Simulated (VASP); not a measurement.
# Ca (Fm-3m) in VASP: a series of runs, part 2 of 2

VASP 6.6.1.

## (3) Relaxation of cell and atoms, r2SCAN

This run uses another cell than the first one, of 43.63 Å³/atom.

POSCAR

```
Ca
1.0
    0.0000000000      2.7942000000      2.7942000000
    2.7942000000      0.0000000000      2.7942000000
    2.7942000000      2.7942000000      0.0000000000
Ca
1
Direct
    0.0000000000      0.0000000000      0.0000000000
```

INCAR.step1

```
SYSTEM = Ca
PREC = Accurate ; ENCUT = 600
ISMEAR = -1 ; SIGMA = 0.1
LREAL = .False. ; LASPH = .True.
NELM = 80 ; GGA = PE
ALGO = Normal ; EDIFF = 1E-4
LWAVE = .True. ; LCHARG = .False.
```

INCAR.step2

```
SYSTEM = Ca
PREC = Accurate ; ENCUT = 600
EDIFF = 1E-6 ; ISMEAR = -1
SIGMA = 0.1 ; LREAL = .False.
LASPH = .True. ; NELM = 80
ALGO = Normal ; ISIF = 3
LWAVE = .False. ; LCHARG = .False.
METAGGA = R2SCAN ; LMIXTAU = .True.
IBRION = 2 ; NSW = 80
EDIFFG = -0.01 ; ISTART = 1
```

KPOINTS

```
Automatic mesh
0
Gamma
  6 6 6
  0 0 0
```

Potentials or basis: VASP PAW PBE potentials, release 64 (Ca_sv).

The run is started by

```sh
cat potpaw_PBE.64/Ca_sv/POTCAR > POTCAR
cp INCAR.step1 INCAR
mpirun -np 1 vasp_std > vasp.out
cp INCAR.step2 INCAR
mpirun -np 1 vasp_std > vasp.out
```

OUTCAR:

```text
SYSTEM = Ca
   PREC = Accurate
   ENCUT = 600
   EDIFF = 1E-6
   ISMEAR = -1
   LREAL = .False.
   LASPH = .True.
   NELM = 80
   ISIF = 3
   METAGGA = R2SCAN
   IBRION = 2
   NSW = 80
   EDIFFG = -0.01
   ISTART = 1

 ion  position               nearest neighbor table
   1  0.000  0.000  0.000-

  LATTYP: Found a face centered cubic cell.
 ALAT       =     5.5884000000

  Lattice vectors:

 A1 = (   0.0000000000,   2.7942000000,   2.7942000000)
 A2 = (   2.7942000000,   0.0000000000,   2.7942000000)
 A3 = (   2.7942000000,   2.7942000000,   0.0000000000)

Analysis of symmetry for initial positions (statically):
=====================================================================
 Subroutine PRICEL returns:
 Original cell was already a primitive cell.

 Routine SETGRP: Setting up the symmetry group for a
 face centered cubic supercell.

 Subroutine GETGRP returns: Found 48 space group operations
 (whereof 48 operations were pure point group operations)
 out of a pool of 48 trial point group operations.

The static configuration has the point symmetry O_h .

Analysis of symmetry for dynamics (positions and initial velocities):
=====================================================================
 Subroutine PRICEL returns:
 Original cell was already a primitive cell.

 Routine SETGRP: Setting up the symmetry group for a
 face centered cubic supercell.

 Subroutine GETGRP returns: Found 48 space group operations
 (whereof 48 operations were pure point group operations)
 out of a pool of 48 trial point group operations.

The dynamic configuration has the point symmetry O_h .

 Subroutine INISYM returns: Found 48 space group operations
 (whereof 48 operations are pure point group operations),
 and found     1 'primitive' translations

----------------------------------------------------------------------------------------

                                     Primitive cell

  volume of cell :      43.6317

  direct lattice vectors                    reciprocal lattice vectors
     0.000000000  2.794200000  2.794200000    -0.178942094  0.178942094  0.178942094
     2.794200000  0.000000000  2.794200000     0.178942094 -0.178942094  0.178942094
     2.794200000  2.794200000  0.000000000     0.178942094  0.178942094 -0.178942094

  length of vectors
     3.951595536  3.951595536  3.951595536     0.309936799  0.309936799  0.309936799

  position of ions in fractional coordinates (direct lattice)
     0.000000000  0.000000000  0.000000000

  ion indices of the primitive-cell ions
   primitive index   ion index
                 1           1

----------------------------------------------------------------------------------------

 KPOINTS: Automatic mesh

Automatic generation of k-mesh.
 Grid dimensions read from file:
 generate k-points for:    6    6    6

 Generating k-lattice:

  Cartesian coordinates                     Fractional coordinates (reciprocal lattice)
    -0.029823682  0.029823682  0.029823682     0.166666667  0.000000000  0.000000000
     0.029823682 -0.029823682  0.029823682     0.000000000  0.166666667  0.000000000
     0.029823682  0.029823682 -0.029823682     0.000000000  0.000000000  0.166666667

  Length of vectors
     0.051656133  0.051656133  0.051656133

  Shift w.r.t. Gamma in fractional coordinates (k-lattice)
     0.000000000  0.000000000  0.000000000

 Subroutine IBZKPT returns following result:
 ===========================================

 Found     16 irreducible k-points:

 Following reciprocal coordinates:
            Coordinates               Weight
  0.000000  0.000000  0.000000      1.000000
  0.166667  0.000000  0.000000      8.000000
  0.333333  0.000000  0.000000      8.000000
  0.500000  0.000000  0.000000      4.000000
  0.166667  0.166667  0.000000      6.000000
  0.333333  0.166667  0.000000     24.000000
[... 8 lines left out ...]
 -0.333333  0.333333  0.166667     24.000000
 -0.333333  0.500000  0.166667     12.000000
   k-points           NKPTS =     16   k-points in BZ     NKDIM =     16   number of bands    NBANDS=      9
   number of dos      NEDOS =    301   number of ions     NIONS =      1
   total plane-waves  NPLWV =  32768
   dimension x,y,z NGX =    32 NGY =   32 NGZ =   32
   dimension x,y,z NGXF=    64 NGYF=   64 NGZF=   64
   ions per type =               1
   NGX,Y,Z   is equivalent  to a cutoff of  13.46, 13.46, 13.46 a.u.
   NGXF,Y,Z  is equivalent  to a cutoff of  26.93, 26.93, 26.93 a.u.
 SYSTEM =  Ca
   PREC   = accura    normal or accurate (medium, high low for compatibility)
   ISTART =      1    job   : 0-new  1-cont  2-samecut
   ICHARG =      0    charge: 1-file 2-atom 10-const
   ISPIN  =      1    spin polarized calculation?
   LNONCOLLINEAR =      F non collinear calculations
   LSORBIT =      F    spin-orbit coupling
   LASPH  =      T    aspherical Exc in radial PAW
   ENCUT  =  600.0 eV  44.10 Ry    6.64 a.u.   7.89  7.89  7.89*2*pi/ulx,y,z
   NELM   =     80;   NELMIN=  2; NELMDL=  0     # of ELM steps
   EDIFF  = 0.1E-05   stopping-criterion for ELM
   LREAL  =      F    real-space projection
   EDIFFG = -.1E-01   stopping-criterion for IOM
   NSW    =     80    number of steps for IOM
   IBRION =      2    ionic relax: 0-MD 1-quasi-New 2-CG
   NFREE  =      1    steps in history (QN), initial steepest desc. (CG)
   ISIF   =      3    stress and relaxation
   ISYM   =      2    0-nonsym 1-usesym 2-fastsym
   POTIM  = 0.5000    time-step for ionic-motion
   TEBEG  =    0.0;   TEEND  =   0.0 temperature during run
   PSTRESS=    0.0 pullay stress
   NELECT =      10.0000    total number of electrons
   NUPDOWN=      -1.0000    fix difference up-down
   EMIN   =  10.00;   EMAX   =-10.00  energy-range for DOS
   EFERMI =   0.00;   METHOD = LEGACY
   ISMEAR =    -1;   SIGMA  =   0.10  broadening in eV -4-tet -1-fermi 0-gaus
   EFERMI_NEDOS =   21; number of points for ismear=-14 and -15
   IALGO  =     38    algorithm
   IMIX   =      4    mixing-type and parameters
     AMIX     =   0.40;   BMIX     =  1.00
     AMIX_MAG =   1.60;   BMIX_MAG =  1.00
  volume/ion in A,a.u.               =      43.63       294.44
  Fermi-wavevector in a.u.,A,eV,Ry     =   1.001861  1.893242 13.656506  1.003725
  Thomas-Fermi vector in A             =   2.134310
   LORBIT       =      0    0 simple, 1 ext, 2 COOP (PROOUT), +10 PAW based schemes
   METAGGA = R2SCAN    functional components
   LHFCALC =     F    Hartree Fock is set to
   AEXX    =    0.0000 exact exchange contribution
   IVDW    =     0    specifies the selected vdW correction
   LEPSILON=     F    determine dielectric tensor
   LRPA    =     F    only Hartree local field effects (RPA)
 conjugate gradient relaxation of ions
 non-spin polarized calculation
  energy-cutoff  :      600.00
  volume of cell :       43.63
 maximum number of plane-waves:      1470
   NGX = 15   NGY = 15   NGZ = 15

--------------------------------------- Ionic step        1  -------------------------------------------

 number of electron      10.0000001 magnetization

 Free energy of the ion-electron system (eV)
  ---------------------------------------------------
  ext. energy  EPLUGINS =         0.00000000
  ---------------------------------------------------
  free energy    TOTEN  =        -7.03867852 eV

  energy without entropy =       -6.98804884  energy(sigma->0) =       -7.01336368

------------------------ aborting loop because EDIFF is reached ----------------------------------------

  FORCE on cell =-STRESS in cart. coord.  units (eV):
  Direction    XX          YY          ZZ          XY          YZ          ZX
  --------------------------------------------------------------------------------------
  -------------------------------------------------------------------------------------
  Total       -0.0386495     -0.0386495     -0.0386495      0.0000000     -0.0000000      0.0000000
  in kB       -1.4192266     -1.4192266     -1.4192266      0.0000000     -0.0000000      0.0000000
  external PRESSURE =      -1.4192266 kB  Pullay stress =       0.0000000 kB
[... 55 lines left out ...]
  energy  without entropy=       -6.9883315502  energy(sigma->0) =       -7.01358086

--------------------------------------- Ionic step        3  -------------------------------------------

 number of electron      10.0000001 magnetization

 Free energy of the ion-electron system (eV)
  ---------------------------------------------------
  ext. energy  EPLUGINS =         0.00000000
  ---------------------------------------------------
  free energy    TOTEN  =        -7.03884337 eV

  energy without entropy =       -6.98843212  energy(sigma->0) =       -7.01363774

 E-fermi :   1.9616     XC(G=0):  -8.1401

 val. band max:        1.8948809864   @ k =  -0.3333   0.3333   0.1667
 cond. band min:       1.9708255966   @ k =  -0.3333   0.5000   0.1667
 fundamental gap:      0.0759446103
 Fermi energy:         1.9615838957

 k-point     1 :       0.0000    0.0000    0.0000
  band No.  band energies     occupation
      1     -41.9112      2.00000
      2     -21.9438      2.00000
      3     -21.9438      2.00000
      4     -21.9437      2.00000
      5      -2.3380      2.00000
      6       4.5890      0.00000
      7       4.5891      0.00000
      8       4.5891      0.00000
      9       5.6912      0.00000
[... 206 lines left out ...]
  FREE ENERGIE OF THE ION-ELECTRON SYSTEM (eV)
  ---------------------------------------------------
  free  energy   TOTEN  =        -7.0388433725 eV

  energy  without entropy=       -6.9884321166  energy(sigma->0) =       -7.01363774

 reached required accuracy - stopping structural energy minimisation
```

It took 2 min on 1 thread of AMD EPYC 7R13, shared host; peak memory 0.2 GiB.

Results:

```
Free energy                           : -7.0388 eV
Relaxed volume                        : 43.20 Å³/atom
Relaxed cell                          : a = 3.939 Å, b = 3.939 Å, c = 3.939 Å, α = 60.00°, β = 60.00°, γ = 60.00°
Space group after relaxing (to 0.1 Å) : Fm-3m (No. 225)
Energy gained by relaxing             : 0.2 meV/atom
Ionic steps                           : 3
Pressure after relaxing               : 0.0 GPa
Band gap on the k mesh                : zero (bands 5 and 6 overlap by 0.36 eV)
```

The path:
```tsv
step	energy change (eV)	largest force (eV/Å)	pressure (GPa)	volume (Å³)
1	0.0000	0.0000	-0.14	43.63
2	-0.0002	0.0000	-0.06	43.39
3	-0.0002	0.0000	0.03	43.20
```

Final structure:
```
Ca
1.0
     0.00000    2.78499    2.78499
     2.78499    0.00000    2.78499
     2.78499    2.78499    0.00000
Ca
1
Direct
  0.00000 0.00000 0.00000
```

Caveat: the PAW data sets were made with another functional, which shifts forces and pressure a little.

The gap in the log of VASP goes by the Fermi energy; the results here count the filled bands.